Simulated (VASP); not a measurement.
# AlC3: single point with PBE

The system is AlC3.

```
Al C
1.0
     3.15016    0.00000    0.00000
     0.00000    3.15016    0.00000
     0.00000    0.00000    3.15016
Al C
1 3
Cartesian
  0.0000 0.0000 0.0000
  0.0000 1.5751 1.5751
  1.5751 0.0000 1.5751
  1.5751 1.5751 0.0000
```

```json
{
 "Program": "VASP 6.6.1",
 "Task": "single point",
 "Functional": "PBE",
 "Potentials or basis": "VASP PAW PBE potentials, release 64 (Al, C)",
 "Cutoff": "520 eV",
 "k mesh": "7 × 7 × 7",
 "Occupations": "fermi-dirac, width 0.1 eV",
 "Spin": "no spin polarisation",
 "Dipole correction": "no",
 "Further INCAR settings": "ALGO = Normal; EDIFF = 1e-06; NBANDS = 16"
}
```

```
Pressure : 10.0 GPa
```

Levels at points of the mesh, in eV from the Fermi level:
```tsv
k point	band 3	band 4	band 5	band 6	band 7	band 8	band 9	band 10	band 11	band 12
(0.00, 0.00, 0.00)	-6.52	-6.22	-6.22	-6.22	1.48	1.48	1.48	2.25	4.63	4.63
```

It took 6.5 s on 1 thread of Intel Xeon 6975P-C, on a shared host, peak memory 0.13 GiB.
